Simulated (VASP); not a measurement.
# Al2O3 (R-3c) in VASP: a series of runs

The runs below take Al2O3 through relaxation of cell and atoms, single point, with MS2, PBE, b88 exchange, pbe correlation, revPBE+D4.

All numbers are computed with VASP 6.6.1; they aren't measurements. Logs are shortened: lines on timing, memory, paths and dates and some standing lists are left out, and cuts for length are marked.

### Step 1. The cell of the first run

Symmetry: R-3c, No. 167, trigonal system. Conventional cell: a = 4.760 Å, b = 4.760 Å, c = 12.996 Å, α = 90.00°, β = 90.00°, γ = 120.00°. Al (site symmetry 3) has 6 O at 1.85 to 1.97 Å within 2.5 Å. Within 2.9 Å of O (site symmetry 2) lie 4 Al at 1.85 to 1.97 Å and 12 O at 2.53 to 2.86 Å.

### Step 2. Relaxation of cell and atoms, MS2

File POSCAR:

```
Al2O3
1.0
    2.3802500000      1.3742379782      4.3318666667
   -2.3802500000      1.3742379782      4.3318666667
    0.0000000000     -2.7484759565      4.3318666667
Al O
4 6
Direct
    0.8521600000      0.8521600000      0.8521600000
    0.6478400000      0.6478400000      0.6478400000
    0.1478400000      0.1478400000      0.1478400000
    0.3521600000      0.3521600000      0.3521600000
    0.0566800000      0.7500000000      0.4433200000
    0.7500000000      0.4433200000      0.0566800000
    0.4433200000      0.0566800000      0.7500000000
    0.9433200000      0.2500000000      0.5566800000
    0.2500000000      0.5566800000      0.9433200000
    0.5566800000      0.9433200000      0.2500000000
```

File INCAR.step1:

```
SYSTEM = Al2O3
  METAGGA = MS2
  ISMEAR = 0
  SIGMA = 0.03
  LWAVE = .FALSE.
  LCHARG = .FALSE.
  NSW = 60
  PREC = Accurate
  LASPH = .TRUE.
  LREAL = .FALSE.
  ALGO = Normal
  EDIFF = 1E-7
  NELM = 120
  GGA_COMPAT = .FALSE.
  IBRION = 2
  ISIF = 3
  EDIFFG = -0.005
  NELMIN = 4
  ENCUT = 690
  EFERMI = MIDGAP
  LMIXTAU = .TRUE.
  KPAR = 8
```

File INCAR.step3:

```
SYSTEM = Al2O3
  METAGGA = MS2
  ISMEAR = 0
  SIGMA = 0.03
  LWAVE = .FALSE.
  LCHARG = .FALSE.
  PREC = Accurate
  LASPH = .TRUE.
  LREAL = .FALSE.
  ALGO = Normal
  EDIFF = 1E-7
  NELM = 120
  GGA_COMPAT = .FALSE.
  ISIF = 2
  ENCUT = 690
  EFERMI = MIDGAP
  LMIXTAU = .TRUE.
  KPAR = 8
```

File KPOINTS:

```
k-points
0
Gamma
  6 6 6
```

Potentials or basis: VASP PAW PBE potentials, release 64 (Al_GW, O_GW).

Command:

```console
$ cat potpaw_PBE.64/Al_GW/POTCAR potpaw_PBE.64/O_GW/POTCAR > POTCAR
$ cp INCAR.step1 INCAR
$ cp POSCAR.step1 POSCAR
$ mpirun -np 8 vasp_std > vasp.out
$ cp CONTCAR POSCAR
$ mpirun -np 8 vasp_std > vasp.out
$ cp CONTCAR POSCAR
$ cp INCAR.step3 INCAR
$ mpirun -np 8 vasp_std > vasp.out
```

OUTCAR:

```text
SYSTEM = Al2O3
   METAGGA = MS2
   ISMEAR = 0
   PREC = Accurate
   LASPH = .TRUE.
   LREAL = .FALSE.
   EDIFF = 1E-7
   NELM = 120
   ISIF = 2
   ENCUT = 690
   EFERMI = MIDGAP

 Found     32 irreducible k-points:

 Following reciprocal coordinates:
            Coordinates               Weight
  0.000000  0.000000  0.000000      1.000000
  0.166667  0.000000  0.000000      6.000000
  0.333333 -0.000000  0.000000      6.000000
  0.500000  0.000000  0.000000      3.000000
  0.166667  0.166667  0.000000      6.000000
  0.333333  0.166667  0.000000     12.000000
   k-points           NKPTS =     32   k-points in BZ     NKDIM =     32   number of bands    NBANDS=     30
   number of dos      NEDOS =    301   number of ions     NIONS =     10
   total plane-waves  NPLWV = 110592
   dimension x,y,z NGX =    48 NGY =   48 NGZ =   48
   dimension x,y,z NGXF=    96 NGYF=   96 NGZF=   96
   ions per type =               4   6
   NGX,Y,Z   is equivalent  to a cutoff of  15.59, 15.59, 15.59 a.u.
   NGXF,Y,Z  is equivalent  to a cutoff of  31.17, 31.17, 31.17 a.u.
 SYSTEM =  Al2O3
   PREC   = accura    normal or accurate (medium, high low for compatibility)
   ISTART =      0    job   : 0-new  1-cont  2-samecut
   ICHARG =      2    charge: 1-file 2-atom 10-const
   ISPIN  =      1    spin polarized calculation?
   LNONCOLLINEAR =      F non collinear calculations
   LSORBIT =      F    spin-orbit coupling
   LASPH  =      T    aspherical Exc in radial PAW
   ENCUT  =  690.0 eV  50.71 Ry    7.12 a.u.  10.97 10.97 10.97*2*pi/ulx,y,z
   NELM   =    120;   NELMIN=  2; NELMDL=  0     # of ELM steps
   EDIFF  = 0.1E-06   stopping-criterion for ELM
   LREAL  =      F    real-space projection
   EDIFFG = 0.1E-05   stopping-criterion for IOM
   NSW    =      0    number of steps for IOM
   IBRION =     -1    ionic relax: 0-MD 1-quasi-New 2-CG
   NFREE  =      0    steps in history (QN), initial steepest desc. (CG)
   ISIF   =      2    stress and relaxation
   ISYM   =      2    0-nonsym 1-usesym 2-fastsym
   POTIM  = 0.5000    time-step for ionic-motion
   TEBEG  =    0.0;   TEEND  =   0.0 temperature during run

   SCALEE = 1.0000    scale energy and forces
   PSTRESS=    0.0 pullay stress
   NELECT =      48.0000    total number of electrons
   NUPDOWN=      -1.0000    fix difference up-down
   EMIN   =  10.00;   EMAX   =-10.00  energy-range for DOS
   EFERMI =   0.00;   METHOD = MIDGAP
   ISMEAR =     0;   SIGMA  =   0.03  broadening in eV -4-tet -1-fermi 0-gaus
   EFERMI_NEDOS =   21; number of points for ismear=-14 and -15
   IALGO  =     38    algorithm
   IMIX   =      4    mixing-type and parameters
     AMIX     =   0.40;   BMIX     =  1.00
     AMIX_MAG =   1.60;   BMIX_MAG =  1.00
  volume/ion in A,a.u.               =       8.46        57.09
  Fermi-wavevector in a.u.,A,eV,Ry     =   1.355303  2.561151 24.991809  1.836846
  Thomas-Fermi vector in A             =   2.482402
   LORBIT       =      0    0 simple, 1 ext, 2 COOP (PROOUT), +10 PAW based schemes
   METAGGA = MS2    functional components
   LHFCALC =     F    Hartree Fock is set to
   AEXX    =    0.0000 exact exchange contribution
   IVDW    =     0    specifies the selected vdW correction
   LEPSILON=     F    determine dielectric tensor
   LRPA    =     F    only Hartree local field effects (RPA)

   CSHIFT  =0.1000    complex shift for real part using Kramers Kronig

   OMEGAMAX=  -1.0    maximum frequency
 non-spin polarized calculation
 Gauss-broadening in eV      SIGMA  =   0.03
  energy-cutoff  :      690.00
  volume of cell :       84.60
 maximum number of plane-waves:      3534
 NGX is ok and might be reduce to    48
   NGX = 21   NGY = 21   NGZ = 21

 number of electron      48.0000001 magnetization

 Free energy of the ion-electron system (eV)
  ---------------------------------------------------
  ext. energy  EPLUGINS =         0.00000000
  ---------------------------------------------------
  free energy    TOTEN  =      -105.36740497 eV

  energy without entropy =     -105.36740497  energy(sigma->0) =     -105.36740497

 E-fermi :   8.2404     XC(G=0): -12.2124

 val. band max:        4.8645216411   @ k =   0.0000   0.0000   0.0000
 cond. band min:      11.6161816685   @ k =   0.0000   0.0000   0.0000
 fundamental gap:      6.7516600274
 Fermi energy:         8.2403516548

 k-point     1 :       0.0000    0.0000    0.0000
  band No.  band energies     occupation
      1     -15.5570      2.00000
      2     -13.3307      2.00000
      3     -13.0708      2.00000
      4     -13.0708      2.00000
      5     -12.7655      2.00000
      6     -12.7655      2.00000
      7      -2.1124      2.00000
      8      -1.1159      2.00000
      9      -0.7460      2.00000
     10      -0.7460      2.00000
     11       0.3794      2.00000
     12       0.4919      2.00000
     13       0.4919      2.00000
     14       1.5269      2.00000
     15       1.8973      2.00000
     16       3.4233      2.00000
     17       3.4233      2.00000
     18       3.5507      2.00000
     19       3.5507      2.00000
     20       4.3561      2.00000
     21       4.3561      2.00000
     22       4.8202      2.00000
     23       4.8202      2.00000
     24       4.8645      2.00000
     25      11.6162      0.00000
     26      14.6303      0.00000
     27      16.4448      0.00000
     28      17.1830      0.00000
     29      17.1830      0.00000
     30      17.1910      0.00000

 k-point     2 :       0.1667    0.0000    0.0000
  band No.  band energies     occupation
      1     -15.4176      2.00000
      2     -13.4025      2.00000
      3     -13.1410      2.00000
      4     -13.0956      2.00000
      5     -12.8291      2.00000
      6     -12.7751      2.00000
      7      -1.9605      2.00000
      8      -1.3670      2.00000
      9      -0.9281      2.00000
     10      -0.1721      2.00000
     11      -0.1226      2.00000
     12       0.4299      2.00000
     13       1.3705      2.00000
     14       2.0752      2.00000
     15       2.1712      2.00000
     16       2.9403      2.00000
     17       3.3072      2.00000
     18       3.4555      2.00000
     19       3.6191      2.00000
     20       3.9752      2.00000
     21       4.1638      2.00000
     22       4.5125      2.00000
     23       4.7809      2.00000
     24       4.8137      2.00000
     25      12.2685      0.00000
     26      15.1538      0.00000
     27      15.9748      0.00000
     28      16.7080      0.00000
     29      16.9008      0.00000
     30      17.0436      0.00000

 k-point     3 :       0.3333   -0.0000    0.0000
  band No.  band energies     occupation
      1     -15.0228      2.00000
      2     -13.8335      2.00000
      3     -13.1196      2.00000
      4     -13.0871      2.00000
      5     -12.9645      2.00000
      6     -12.8344      2.00000
      7      -1.7775      2.00000
      8      -1.3279      2.00000
      9      -1.0876      2.00000
     10      -0.2768      2.00000
     11       0.5035      2.00000
     12       0.9811      2.00000
     13       1.7917      2.00000
     14       2.4083      2.00000
     15       2.5459      2.00000
     16       2.6650      2.00000
     17       2.9946      2.00000
     18       3.1083      2.00000
     19       3.3966      2.00000
     20       3.4822      2.00000
     21       3.9995      2.00000
     22       4.3069      2.00000
     23       4.6338      2.00000
     24       4.6782      2.00000
     25      13.6390      0.00000
     26      15.4040      0.00000
     27      15.6767      0.00000
     28      16.1329      0.00000
     29      16.4448      0.00000
     30      17.0535      0.00000

 k-point     4 :       0.5000    0.0000    0.0000
  band No.  band energies     occupation
      1     -14.4481      2.00000
      2     -14.4481      2.00000
      3     -13.0788      2.00000
      4     -13.0788      2.00000
      5     -12.9541      2.00000
      6     -12.9541      2.00000
      7      -1.6442      2.00000
      8      -1.6442      2.00000
      9      -0.4028      2.00000
     10      -0.4028      2.00000
     11       1.2270      2.00000
     12       1.2270      2.00000
     13       1.3944      2.00000
     14       1.3944      2.00000
     15       2.6350      2.00000
     16       2.6350      2.00000
     17       3.2946      2.00000
     18       3.2946      2.00000
     19       3.5245      2.00000
     20       3.5245      2.00000
     21       3.9443      2.00000
     22       3.9443      2.00000
     23       4.5904      2.00000
     24       4.5904      2.00000
     25      14.9559      0.00000
     26      14.9559      0.00000
     27      15.2550      0.00000
     28      15.2550      0.00000
     29      17.2923      0.00000
     30      17.2926      0.00000

 k-point     5 :       0.1667    0.1667    0.0000
  band No.  band energies     occupation
      1     -15.3795      2.00000
      2     -13.4084      2.00000
      3     -13.1777      2.00000
      4     -13.0890      2.00000
      5     -12.8898      2.00000
      6     -12.7501      2.00000
      7      -1.8349      2.00000
      8      -1.3842      2.00000
      9      -0.8012      2.00000
     10      -0.1723      2.00000
     11      -0.0488      2.00000
     12       0.3863      2.00000
     13       1.3058      2.00000
     14       2.0995      2.00000
     15       2.3108      2.00000
     16       2.7242      2.00000
     17       3.2621      2.00000
     18       3.4362      2.00000
     19       3.5384      2.00000
     20       4.1038      2.00000
     21       4.1067      2.00000
     22       4.3802      2.00000
     23       4.7178      2.00000
     24       4.8120      2.00000
     25      12.4190      0.00000
     26      15.1694      0.00000
     27      15.9537      0.00000
     28      16.5748      0.00000
     29      17.1474      0.00000
     30      17.4002      0.00000

 k-point     6 :       0.3333    0.1667    0.0000
  band No.  band energies     occupation
      1     -15.0802      2.00000
      2     -13.6327      2.00000
      3     -13.2420      2.00000
      4     -13.0992      2.00000
      5     -13.0683      2.00000
      6     -12.7434      2.00000
      7      -1.5460      2.00000
      8      -1.3250      2.00000
      9      -0.9996      2.00000
     10      -0.1550      2.00000
     11       0.2919      2.00000
     12       0.7908      2.00000
     13       1.7942      2.00000
     14       2.0976      2.00000
     15       2.5615      2.00000
     16       2.8006      2.00000
     17       2.9214      2.00000
     18       3.0234      2.00000
     19       3.4736      2.00000
     20       3.6181      2.00000
     21       4.0689      2.00000
     22       4.1672      2.00000
     23       4.5776      2.00000
     24       4.6994      2.00000
     25      13.4463      0.00000
     26      15.7815      0.00000
     27      15.8994      0.00000
     28      15.9904      0.00000
     29      16.3724      0.00000
     30      17.1052      0.00000

 [... further k-points ...]
[... 5 lines left out ...]
  --------------------------------------------------------------------------------------
  -------------------------------------------------------------------------------------
  Total       -0.0059962     -0.0059962     -0.0182329      0.0000000      0.0000000     -0.0000000
  in kB       -0.1135617     -0.1135617     -0.3453101      0.0000000      0.0000000     -0.0000000
  external PRESSURE =      -0.1908112 kB  Pullay stress =       0.0000000 kB

 VOLUME and BASIS-vectors are now :
 -----------------------------------------------------------------------------
  energy-cutoff  :      690.00
  volume of cell :       84.60
      direct lattice vectors                 reciprocal lattice vectors
     2.377204979  1.372479935  4.321481710     0.210331042  0.121434684  0.077134038
    -2.377204979  1.372479935  4.321481710    -0.210331042  0.121434684  0.077134038
     0.000000000 -2.744959869  4.321481710     0.000000000 -0.242869367  0.077134038

 POSITION                                       TOTAL-FORCE (eV/Angst)
 -----------------------------------------------------------------------------------
      0.00000     -0.00000     11.04619         0.000000     -0.000000      0.004398
      0.00000     -0.00000      8.40047         0.000000      0.000000     -0.004398
      0.00000     -0.00000      1.91825         0.000000      0.000000     -0.004398
      0.00000     -0.00000      4.56397         0.000000     -0.000000      0.004398
     -1.64987     -0.11270      5.40185        -0.001016     -0.001759     -0.000000
      0.72733      1.48518      5.40185        -0.001016      0.001759      0.000000
      0.92254     -1.37248      5.40185         0.002031      0.000000      0.000000
      1.64987      0.11270      7.56259         0.001016      0.001759      0.000000
     -0.72733     -1.48518      7.56259         0.001016     -0.001759     -0.000000
     -0.92254      1.37248      7.56259        -0.002031      0.000000      0.000000
 -----------------------------------------------------------------------------------
    total drift:                               -0.000000     -0.000000      0.000000

  FREE ENERGIE OF THE ION-ELECTRON SYSTEM (eV)
  ---------------------------------------------------
  free  energy   TOTEN  =      -105.3674049682 eV

  energy  without entropy=     -105.3674049682  energy(sigma->0) =     -105.36740497
```

It took 25 min on 8 MPI ranks of AMD EPYC 7R43 (Zen 3), shared host; peak memory 0.4 GiB.

Results:

```yaml
Free_energy: -105.3674 eV
Relaxed_volume: 8.46 Å³/atom
Relaxed_cell: a = 5.120 Å, b = 5.120 Å, c = 5.120 Å, α = 55.33°, β = 55.33°, γ = 55.33°
Space_group_after_relaxing_to_0.1_Å: R-3c (No. 167)
Energy_gained_by_relaxing: 0.2 meV/atom
Ionic_steps: 7
Pressure_after_relaxing: 0.0 GPa
Largest_force_after_relaxing: 0.004 eV/Å
Band_gap_on_the_k_mesh: 6.75 eV
```

Forces on the atoms (eV/Å):
```
Al   0.000  0.000  0.004
Al   0.000  0.000 -0.004
Al   0.000  0.000 -0.004
Al   0.000  0.000  0.004
O   -0.001 -0.002  0.000
O   -0.001  0.002  0.000
O    0.002  0.000  0.000
O    0.001  0.002  0.000
O    0.001 -0.002  0.000
O   -0.002  0.000  0.000
```

The path:
```tsv
step	energy change (eV)	largest force (eV/Å)	pressure (GPa)	volume (Å³)
1	0.0000	0.0888	-1.30	85.02
2	-0.0012	0.0263	1.29	84.18
3	-0.0028	0.0239	0.17	84.54
4	-0.0028	0.0256	0.14	84.54
5	-0.0029	0.0077	-0.05	84.61
6	-0.0029	0.0044	-0.02	84.60
7	-0.0022	0.0044	-0.02	84.60
```

Final structure:
```xyz
10
Lattice="2.3772 1.3725 4.3215 -2.3772 1.3725 4.3215 0.0000 -2.7450 4.3215" Properties=species:S:1:pos:R:3 pbc="T T T"
Al    0.0000    0.0000   11.0462
Al    0.0000    0.0000    8.4005
Al    0.0000    0.0000    1.9183
Al    0.0000    0.0000    4.5640
O    -1.6499   -0.1127    5.4019
O     0.7273    1.4852    5.4019
O     0.9225   -1.3725    5.4019
O     1.6499    0.1127    7.5626
O    -0.7273   -1.4852    7.5626
O    -0.9225    1.3725    7.5626
```

Caveat: the PAW data sets were made with another functional, which shifts forces and pressure a little.

### Step 3. Single point, PBE

File INCAR:

```
SYSTEM = Al2O3
  PREC = Accurate
  ENCUT = 520
  EDIFF = 1E-6
  ISMEAR = -1
  SIGMA = 0.03
  LREAL = .False.
  LASPH = .True.
  NELM = 60
  ALGO = Normal
  ISIF = 2
  LWAVE = .False.
  LCHARG = .False.
  GGA = PE
  NBANDS = 35
```

File KPOINTS:

```
regular mesh
0
Gamma
  4 4 4
  0 0 0
```

POSCAR is that of step 2.

Potentials or basis: VASP PAW PBE potentials, release 64 (Al, O).

Command:

```console
$ cat potpaw_PBE.64/Al/POTCAR potpaw_PBE.64/O/POTCAR > POTCAR
$ mpirun -np 1 vasp_std > vasp.out
```

Wall time 27 s (1 thread of Intel Xeon Platinum 8559C (Emerald Rapids), shared host); peak memory 0.23 GiB.

The run converged. Its results:

```yaml
Free_energy: -74.7522 eV
Pressure: 7.2 GPa
Largest_force: 0.027 eV/Å
Band_gap_on_the_k_mesh: 6.22 eV
```

Forces in eV/Å, atoms in the order of the input:
```
Al   0.000  0.000 -0.027
Al   0.000  0.000  0.027
Al   0.000  0.000  0.027
Al   0.000  0.000 -0.027
O   -0.013 -0.022  0.000
O   -0.013  0.022  0.000
O    0.026  0.000  0.000
O    0.013  0.022  0.000
O    0.013 -0.022  0.000
O   -0.026  0.000  0.000
```

Stress tensor (GPa, compression positive):
```
7.42 0.00 0.00
0.00 7.42 0.00
0.00 0.00 6.78
```

Levels at points of the mesh, in eV from the valence-band top:
```csv
k point,band 22,band 23,band 24,band 25,band 26,band 27
"(0.00, 0.00, 0.00)",-0.04,-0.04,0.00,6.22,9.14,10.73
"(0.50, 0.00, 0.00)",-0.91,-0.27,-0.27,9.47,9.47,9.63
"(0.50, 0.50, 0.00)",-0.92,-0.74,-0.26,9.64,9.72,9.93
"(0.50, 0.50, 0.50)",-0.38,-0.38,-0.38,8.67,8.67,11.08
```

Caveat: the cell stands under pressure.

[end of part 1 of 2]
